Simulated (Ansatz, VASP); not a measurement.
**One calculation of CdS, two programs**

```
Cd S
1.0
     7.20800    0.00000    0.00000
     0.00000    7.20800    0.00000
     0.00000    0.00000    4.21201
Cd S
4 4
Direct
  0.67868 0.67868 0.00000
  0.17868 0.82132 0.50000
  0.82132 0.17868 0.50000
  0.32132 0.32132 0.00000
  0.81750 0.81750 0.50000
  0.18250 0.18250 0.50000
  0.68250 0.31750 0.00000
  0.31750 0.68250 0.00000
```

Alike in both runs: task single point; functional PBE; k mesh 4 × 4 × 4; occupations gaussian, width 0.1 eV; no spin polarisation.

```csv
,VASP,Ansatz
version,VASP 6.6.1,Ansatz 0.2.0
potentials or method,"VASP PAW PBE potentials, release 64 (Cd, S), cutoff 520 eV","scalar-relativistic, plane waves, PAW"
valence electrons in the cell,72,104
```

```tsv
	VASP	Ansatz	Ansatz less VASP
gap on the k mesh at the Fermi level (eV)	1.20	1.20	-0.002
least direct gap on the mesh (eV)	1.20	1.20	-0.002
pressure (GPa)	0.3	0.0	-0.29
traceless stress, the component that is largest in VASP (GPa)	0.07	0.05	-0.023
rms of the force components (eV/Å)	0.002	0.004	+0.0020
```

Atom by atom the forces differ by 0.002 eV/Å (rms over components). VASP's potentials hold 72 valence electrons a cell and Ansatz's 104, so a difference there can come from the potentials and not from the codes.
